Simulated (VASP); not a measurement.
# Ba (P6_3/mmc) in VASP: notebook

Ba is run at these levels: BLYP; tasks: single point.

All numbers are computed with VASP 6.6.1; they aren't measurements. Logs are shortened: lines on timing, memory, paths and dates and some standing lists are left out, and cuts for length are marked.

### Step 1. The cell of the first run

The structure is hexagonal, space group P6_3/mmc (No. 194). The conventional cell has a = 4.681 Å, b = 4.681 Å, c = 15.279 Å, α = 90.00°, β = 90.00°, γ = 120.00°.

This isn't the form of Ba at room conditions, which is bcc.

### Step 2. Single point, BLYP (72.49 Å³/atom)

File INCAR:

```
  AGGAC = 1.0
  AGGAX = 1.0
  ALDAC = 0.0
  ALDAX = 1.0
  ALGO = Normal
  EDIFF = 1E-7
  ENCUT = 520
  GGA = B5
  ISIF = 2
  ISMEAR = -1
  LASPH = True
  LCHARG = False
  LREAL = False
  LWAVE = False
  NBANDS = 28
  NELM = 80
  PREC = Accurate
  SIGMA = 0.1
```

File KPOINTS:

```
k-points
0
Gamma
  9 9 3
```

File POSCAR:

```
Ba
1.0
    4.6811754710      0.0000000000      0.0000000000
   -2.3405877355      4.0540168774      0.0000000000
    0.0000000000      0.0000000000     15.2794347396
Ba
4
Direct
    0.0000000000      1.0000000000      1.0000000000
    0.0000000000      1.0000000000      0.5000000000
    0.3333333333      0.6666666667      0.2500000000
    0.6666666667      0.3333333333      0.7500000000
```

Potentials or basis: VASP PAW PBE potentials, release 64 (Ba_sv).

Command:

```
$ cat potpaw_PBE.64/Ba_sv/POTCAR > POTCAR
$ mpirun -np 1 vasp_std > vasp.out
```

OUTCAR:

```text
EDIFF = 1E-7
   ENCUT = 520
   GGA = B5
   ISIF = 2
   ISMEAR = -1
   LASPH = True
   LREAL = False
   NELM = 80
   PREC = Accurate

 ion  position               nearest neighbor table
   1  0.000  0.000  0.000-   3 4.68   4 4.68   3 4.68   4 4.68   4 4.68   3 4.68
   2  0.000  0.000  0.500-   3 4.68   4 4.68   3 4.68   4 4.68   4 4.68   3 4.68
   3  0.333  0.667  0.250-   1 4.68   2 4.68   1 4.68   2 4.68   1 4.68   2 4.68
   4  0.667  0.333  0.750-   1 4.68   2 4.68   1 4.68   2 4.68   1 4.68   2 4.68

  LATTYP: Found a hexagonal cell.
 ALAT       =     4.6811754710
 C/A-ratio  =     3.2640166630

  Lattice vectors:

 A1 = (   4.6811754710,   0.0000000000,   0.0000000000)
 A2 = (  -2.3405877355,   4.0540168774,   0.0000000000)
 A3 = (   0.0000000000,   0.0000000000,  15.2794347396)

Analysis of symmetry for initial positions (statically):
=====================================================================
 Subroutine PRICEL returns:
 Original cell was already a primitive cell.

 Routine SETGRP: Setting up the symmetry group for a
 hexagonal supercell.

 Subroutine GETGRP returns: Found 24 space group operations
 (whereof 12 operations were pure point group operations)
 out of a pool of 24 trial point group operations.

The static configuration has the point symmetry D_3d.
 The point group associated with its full space group is D_6h.

Analysis of symmetry for dynamics (positions and initial velocities):
=====================================================================
 Subroutine PRICEL returns:
 Original cell was already a primitive cell.

 Routine SETGRP: Setting up the symmetry group for a
 hexagonal supercell.

 Subroutine GETGRP returns: Found 24 space group operations
 (whereof 12 operations were pure point group operations)
 out of a pool of 24 trial point group operations.

The dynamic configuration has the point symmetry D_3d.
 The point group associated with its full space group is D_6h.

 Subroutine INISYM returns: Found 24 space group operations
 (whereof 12 operations are pure point group operations),
 and found     1 'primitive' translations

----------------------------------------------------------------------------------------

                                     Primitive cell

  volume of cell :     289.9665

  direct lattice vectors                    reciprocal lattice vectors
     4.681175471  0.000000000  0.000000000     0.213621559  0.123334464  0.000000000
    -2.340587736  4.054016877  0.000000000     0.000000000  0.246668929  0.000000000
     0.000000000  0.000000000 15.279434740     0.000000000  0.000000000  0.065447447

  length of vectors
     4.681175471  4.681175471 15.279434740     0.246668929  0.246668929  0.065447447

  position of ions in fractional coordinates (direct lattice)
     0.000000000  0.000000000  0.000000000
     0.000000000  0.000000000  0.500000000
     0.333333333  0.666666667  0.250000000
     0.666666667  0.333333333  0.750000000

  ion indices of the primitive-cell ions
   primitive index   ion index
                 1           1
                 2           2
                 3           3
                 4           4

----------------------------------------------------------------------------------------

 KPOINTS: k-points

Automatic generation of k-mesh.
 Grid dimensions read from file:
 generate k-points for:    9    9    3

 Generating k-lattice:

  Cartesian coordinates                     Fractional coordinates (reciprocal lattice)
     0.023735729  0.013703829  0.000000000     0.111111111 -0.000000000  0.000000000
     0.000000000  0.027407659  0.000000000     0.000000000  0.111111111  0.000000000
     0.000000000  0.000000000  0.021815816     0.000000000  0.000000000  0.333333333

  Length of vectors
     0.027407659  0.027407659  0.021815816

  Shift w.r.t. Gamma in fractional coordinates (k-lattice)
     0.000000000  0.000000000  0.000000000

 Subroutine IBZKPT returns following result:
 ===========================================

 Found     24 irreducible k-points:

 Following reciprocal coordinates:
            Coordinates               Weight
  0.000000  0.000000  0.000000      1.000000
  0.111111  0.000000  0.000000      6.000000
  0.222222 -0.000000  0.000000      6.000000
  0.333333  0.000000  0.000000      6.000000
  0.444444 -0.000000  0.000000      6.000000
  0.111111  0.111111  0.000000      6.000000
[... 16 lines left out ...]
  0.333333  0.222222  0.333333     24.000000
  0.333333  0.333333  0.333333      4.000000
   k-points           NKPTS =     24   k-points in BZ     NKDIM =     24   number of bands    NBANDS=     28
   number of dos      NEDOS =    301   number of ions     NIONS =      4
   total plane-waves  NPLWV = 155520
   dimension x,y,z NGX =    36 NGY =   36 NGZ =  120
   dimension x,y,z NGXF=    72 NGYF=   72 NGZF=  240
   ions per type =               4
   NGX,Y,Z   is equivalent  to a cutoff of  12.78, 12.78, 13.06 a.u.
   NGXF,Y,Z  is equivalent  to a cutoff of  25.57, 25.57, 26.11 a.u.
 SYSTEM =  unknown system
   PREC   = accura    normal or accurate (medium, high low for compatibility)
   ISTART =      0    job   : 0-new  1-cont  2-samecut
   ICHARG =      2    charge: 1-file 2-atom 10-const
   ISPIN  =      1    spin polarized calculation?
   LNONCOLLINEAR =      F non collinear calculations
   LSORBIT =      F    spin-orbit coupling
   LASPH  =      T    aspherical Exc in radial PAW
   ENCUT  =  520.0 eV  38.22 Ry    6.18 a.u.   8.70  8.70 28.41*2*pi/ulx,y,z
   NELM   =     80;   NELMIN=  2; NELMDL= -5     # of ELM steps
   EDIFF  = 0.1E-06   stopping-criterion for ELM
   LREAL  =      F    real-space projection
   EDIFFG = 0.1E-05   stopping-criterion for IOM
   NSW    =      0    number of steps for IOM
   IBRION =     -1    ionic relax: 0-MD 1-quasi-New 2-CG
   NFREE  =      0    steps in history (QN), initial steepest desc. (CG)
   ISIF   =      2    stress and relaxation
   ISYM   =      2    0-nonsym 1-usesym 2-fastsym
   POTIM  = 0.5000    time-step for ionic-motion
   TEBEG  =    0.0;   TEEND  =   0.0 temperature during run
   PSTRESS=    0.0 pullay stress
   NELECT =      40.0000    total number of electrons
   NUPDOWN=      -1.0000    fix difference up-down
   EMIN   =  10.00;   EMAX   =-10.00  energy-range for DOS
   EFERMI =   0.00;   METHOD = LEGACY
   ISMEAR =    -1;   SIGMA  =   0.10  broadening in eV -4-tet -1-fermi 0-gaus
   EFERMI_NEDOS =   21; number of points for ismear=-14 and -15
   IALGO  =     38    algorithm
   IMIX   =      4    mixing-type and parameters
     AMIX     =   0.40;   BMIX     =  1.00
     AMIX_MAG =   1.60;   BMIX_MAG =  1.00
  volume/ion in A,a.u.               =      72.49       489.20
  Fermi-wavevector in a.u.,A,eV,Ry     =   0.845887  1.598494  9.735301  0.715524
  Thomas-Fermi vector in A             =   1.961146
   LORBIT       =      0    0 simple, 1 ext, 2 COOP (PROOUT), +10 PAW based schemes
   GGA     = B5    functional components
   LHFCALC =     F    Hartree Fock is set to
   AEXX    =    0.0000 exact exchange contribution
   IVDW    =     0    specifies the selected vdW correction
   LEPSILON=     F    determine dielectric tensor
   LRPA    =     F    only Hartree local field effects (RPA)
 non-spin polarized calculation
  energy-cutoff  :      520.00
  volume of cell :      289.97
 maximum number of plane-waves:      7832
 NGX is ok and might be reduce to    36
   NGX = 17   NGY = 17   NGZ = 57

 number of electron      40.0000001 magnetization

 Free energy of the ion-electron system (eV)
  ---------------------------------------------------
  ext. energy  EPLUGINS =         0.00000000
  ---------------------------------------------------
  free energy    TOTEN  =        -5.01640356 eV

  energy without entropy =       -4.76635258  energy(sigma->0) =       -4.89137807

 E-fermi :   1.7129     XC(G=0):  -6.5031

 val. band max:        1.6932616795   @ k =   0.2222   0.1111   0.0000
 cond. band min:       1.7238071885   @ k =   0.3333   0.3333   0.0000
 fundamental gap:      0.0305455090
 Fermi energy:         1.7128884324

 k-point     1 :       0.0000    0.0000    0.0000
  band No.  band energies     occupation
      1     -27.4797      2.00000
      2     -27.4698      2.00000
      3     -27.4684      2.00000
      4     -27.4585      2.00000
      5     -12.8399      2.00000
      6     -12.7025      2.00000
[... 20 lines left out ...]
     27       3.1663      0.00000
     28       3.2058      0.00000

 k-point     2 :       0.1111    0.0000    0.0000
  band No.  band energies     occupation
      1     -27.4775      2.00000
      2     -27.4682      2.00000
      3     -27.4668      2.00000
      4     -27.4574      2.00000
      5     -12.8288      2.00000
      6     -12.7060      2.00000
[... 20 lines left out ...]
     27       3.2565      0.00000
     28       3.2739      0.00000

 k-point     3 :       0.2222   -0.0000    0.0000
  band No.  band energies     occupation
      1     -27.4718      2.00000
      2     -27.4640      2.00000
      3     -27.4626      2.00000
      4     -27.4548      2.00000
      5     -12.7992      2.00000
      6     -12.7285      2.00000
[... 20 lines left out ...]
     27       3.2387      0.00000
     28       3.4260      0.00000

 k-point     4 :       0.3333    0.0000    0.0000
  band No.  band energies     occupation
      1     -27.4647      2.00000
      2     -27.4593      2.00000
      3     -27.4579      2.00000
      4     -27.4524      2.00000
      5     -12.7895      2.00000
      6     -12.7857      2.00000
[... 20 lines left out ...]
     27       3.0594      0.00000
     28       3.1644      0.00000

 k-point     5 :       0.4444   -0.0000    0.0000
  band No.  band energies     occupation
      1     -27.4595      2.00000
      2     -27.4562      2.00000
      3     -27.4548      2.00000
      4     -27.4515      2.00000
      5     -12.8295      2.00000
      6     -12.8256      2.00000
[... 20 lines left out ...]
     27       3.1200      0.00000
     28       3.2021      0.00000

 k-point     6 :       0.1111    0.1111    0.0000
  band No.  band energies     occupation
      1     -27.4736      2.00000
      2     -27.4653      2.00000
      3     -27.4639      2.00000
      4     -27.4556      2.00000
      5     -12.8082      2.00000
      6     -12.7191      2.00000
[... 463 lines left out ...]
      5     -12.8200      2.00000
      6     -12.8159      2.00000
[... 20 lines left out ...]
     27       2.8870      0.00002
     28       3.0163      0.00000

 k-point    22 :       0.2222    0.2222    0.3333
  band No.  band energies     occupation
      1     -27.4607      2.00000
      2     -27.4590      2.00000
      3     -27.4540      2.00000
      4     -27.4523      2.00000
      5     -12.7839      2.00000
      6     -12.7722      2.00000
[... 20 lines left out ...]
     27       2.7779      0.00005
     28       2.8615      0.00002

 k-point    23 :       0.3333    0.2222    0.3333
  band No.  band energies     occupation
      1     -27.4563      2.00000
      2     -27.4555      2.00000
      3     -27.4527      2.00000
      4     -27.4519      2.00000
      5     -12.7945      2.00000
      6     -12.7920      2.00000
[... 20 lines left out ...]
     27       2.6945      0.00011
     28       2.7349      0.00007

 k-point    24 :       0.3333    0.3333    0.3333
  band No.  band energies     occupation
      1     -27.4540      2.00000
      2     -27.4540      2.00000
      3     -27.4526      2.00000
      4     -27.4526      2.00000
      5     -12.7727      2.00000
      6     -12.7727      2.00000
[... 20 lines left out ...]
     27       2.5315      0.00056
     28       2.6275      0.00021

------------------------ aborting loop because EDIFF is reached ----------------------------------------

  FORCE on cell =-STRESS in cart. coord.  units (eV):
  Direction    XX          YY          ZZ          XY          YZ          ZX
  --------------------------------------------------------------------------------------
  -------------------------------------------------------------------------------------
  Total       -0.8602181     -0.8602181     -0.8606261      0.0000000      0.0000000      0.0000000
  in kB       -4.7530392     -4.7530392     -4.7552935      0.0000000      0.0000000      0.0000000
  external PRESSURE =      -4.7537906 kB  Pullay stress =       0.0000000 kB

 VOLUME and BASIS-vectors are now :
 -----------------------------------------------------------------------------
  energy-cutoff  :      520.00
  volume of cell :      289.97
      direct lattice vectors                 reciprocal lattice vectors
     4.681175471  0.000000000  0.000000000     0.213621559  0.123334464  0.000000000
    -2.340587736  4.054016877  0.000000000     0.000000000  0.246668929  0.000000000
     0.000000000  0.000000000 15.279434740     0.000000000  0.000000000  0.065447447

 POSITION                                       TOTAL-FORCE (eV/Angst)
 -----------------------------------------------------------------------------------
      0.00000      0.00000      0.00000         0.000000      0.000000      0.000000
      0.00000      0.00000      7.63972         0.000000      0.000000      0.000000
     -0.00000      2.70268      3.81986        -0.000000      0.000000      0.000000
      2.34059      1.35134     11.45958        -0.000000      0.000000     -0.000000
 -----------------------------------------------------------------------------------
    total drift:                               -0.000000      0.000000      0.000000

  FREE ENERGIE OF THE ION-ELECTRON SYSTEM (eV)
  ---------------------------------------------------
  free  energy   TOTEN  =        -5.0164035580 eV

  energy  without entropy=       -4.7663525806  energy(sigma->0) =       -4.89137807
```

Run time: 2.3 min. Hardware: 1 thread of Intel Xeon 6975P-C (Granite Rapids), shared host; peak memory 0.45 GiB.

Results:

- Free energy: -5.0164 eV
- Pressure: -0.5 GPa
- Band gap on the k mesh: zero (bands 20 and 21 overlap by 0.07 eV)

Levels at points of the mesh, in eV from the Fermi level:
```tsv
k point	band 18	band 19	band 20	band 21	band 22	band 23
(0.00, 0.00, 0.00)	-1.80	-1.79	-0.91	0.86	0.87	0.89
```

Caveat: the PAW data sets were made with another functional, which shifts forces and pressure a little; spin-orbit coupling is left out, which moves the levels of the heavy elements.

### Step 3. Single point, BLYP (75.18 Å³/atom)

This run uses another cell than the first one, of 75.18 Å³/atom.

File INCAR:

```
  PREC = Accurate
  ENCUT = 520
  EDIFF = 1E-6
  ISMEAR = -1
  SIGMA = 0.1
  LREAL = F
  LASPH = T
  NELM = 80
  ALGO = Normal
  ISIF = 2
  LWAVE = F
  LCHARG = F
  GGA = B5
  ALDAX = 1.0
  AGGAX = 1.0
  AGGAC = 1.0
  ALDAC = 0.0
  NBANDS = 28
```

File KPOINTS:

```
Automatic mesh
0
Gamma
  9 9 3
```

File POSCAR:

```
Ba
1.0
    4.7382686035      0.0000000000      0.0000000000
   -2.3691343018      4.1034609806      0.0000000000
    0.0000000000      0.0000000000     15.4657876756
Ba
4
Direct
    0.0000000000      1.0000000000      1.0000000000
    0.0000000000      1.0000000000      0.5000000000
    0.3333333333      0.6666666667      0.2500000000
    0.6666666667      0.3333333333      0.7500000000
```

Potentials or basis: VASP PAW PBE potentials, release 64 (Ba_sv).

Command:

```
$ cat potpaw_PBE.64/Ba_sv/POTCAR > POTCAR
$ mpirun -np 1 vasp_std > vasp.out
```

Wall time 2.1 min (1 thread of Intel Xeon 6975P-C (Granite Rapids), shared host); peak memory 0.46 GiB.

It converged, with:

```
Free energy            : -4.9775 eV
Pressure               : -0.7 GPa
Band gap on the k mesh : zero (bands 20 and 21 overlap by 0.06 eV)
```

Levels at points of the mesh, in eV from the Fermi level:
```csv
k point,band 18,band 19,band 20,band 21,band 22,band 23
"(0.00, 0.00, 0.00)",-1.80,-1.79,-0.90,0.80,0.84,0.86
```

Caveat: the PAW data sets were made with another functional, which shifts forces and pressure a little; spin-orbit coupling is left out, which moves the levels of the heavy elements.
